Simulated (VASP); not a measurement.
Here is a VASP 6.6.1 calculation.

Contents of INCAR:

```
SYSTEM = Ir2Pt
  ALGO = Normal
  EDIFF = 1E-6
  ENCUT = 500
  GGA = PE
  GGA_COMPAT = .FALSE.
  ISIF = 2
  ISMEAR = 0
  LASPH = .TRUE.
  LCHARG = .FALSE.
  LREAL = .FALSE.
  LWAVE = .FALSE.
  NBANDS = 21
  NELM = 120
  PREC = Accurate
  SIGMA = 0.1
```

KPOINTS

```
k-points
0
G
  16 16 8
  0 0 0
```

POSCAR

```
Ir2Pt
1.0
    2.7095898907      0.0000000000      0.0000000000
    0.0000000000      2.7095898907      0.0000000000
    0.0000000000      0.0000000000      6.4854602733
Ir Pt
2 1
Direct
    0.5000000000      0.5000000000      0.3122453765
    0.5000000000      0.5000000000      0.6877546235
    0.0000000000      0.0000000000      0.0000000000
```

Potentials or basis: VASP PAW PBE potentials, release 64 (Ir, Pt).

Command:

```console
$ cat potpaw_PBE.64/Ir/POTCAR potpaw_PBE.64/Pt/POTCAR > POTCAR
$ mpirun -np 1 vasp_std > vasp.out
```

What does it give for the band gap on the k mesh?

Zero (bands 14 and 15 overlap by 2.88 eV).

Estimate the pressure.

-0.1 GPa.

Predict the largest force.

0.031 eV/Å.

Forces on the atoms (eV/Å):
```
Ir   0.000  0.000 -0.031
Ir   0.000  0.000  0.031
Pt   0.000  0.000  0.000
```

Caveat: spin-orbit coupling is left out, which moves the levels of the heavy elements.
